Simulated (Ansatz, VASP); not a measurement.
## Cd: VASP beside Ansatz

```
Cd
1.0
     2.88629    0.00000    0.00000
    -1.44314    2.49960    0.00000
     0.00000    0.00000    5.44305
Cd
2
Direct
  0.33333 0.66667 0.25000
  0.66667 0.33333 0.75000
```

Alike in both runs: task single point; functional LDA; k mesh 18 × 18 × 8; occupations gaussian, width 0.1 eV; no spin polarisation.

|  | VASP | Ansatz |
| --- | --- | --- |
| version | VASP 6.6.1 | Ansatz 0.2.0 |
| potentials or method | VASP PAW LDA potentials, release 64 (Cd), cutoff 520 eV | scalar-relativistic, plane waves, PAW |
| valence electrons in the cell | 24 | 40 |

Ansatz gave:

- gap on the k mesh at the Fermi level (eV): none
- pressure (GPa): 1.6
- traceless stress, the component that is largest in VASP (GPa): -0.16

Question: What did VASP give for the same quantities?

Answer: gap on the k mesh at the Fermi level (eV): none; pressure (GPa): 2.4; traceless stress, the component that is largest in VASP (GPa): -0.48.

LDA's correlation is that of Perdew and Zunger in VASP and of Perdew and Wang (1992) in Ansatz. A gap of «none» marks a metal or a gap that the smearing closes. VASP's potentials hold 24 valence electrons a cell and Ansatz's 40, so a difference there can come from the potentials and not from the codes.
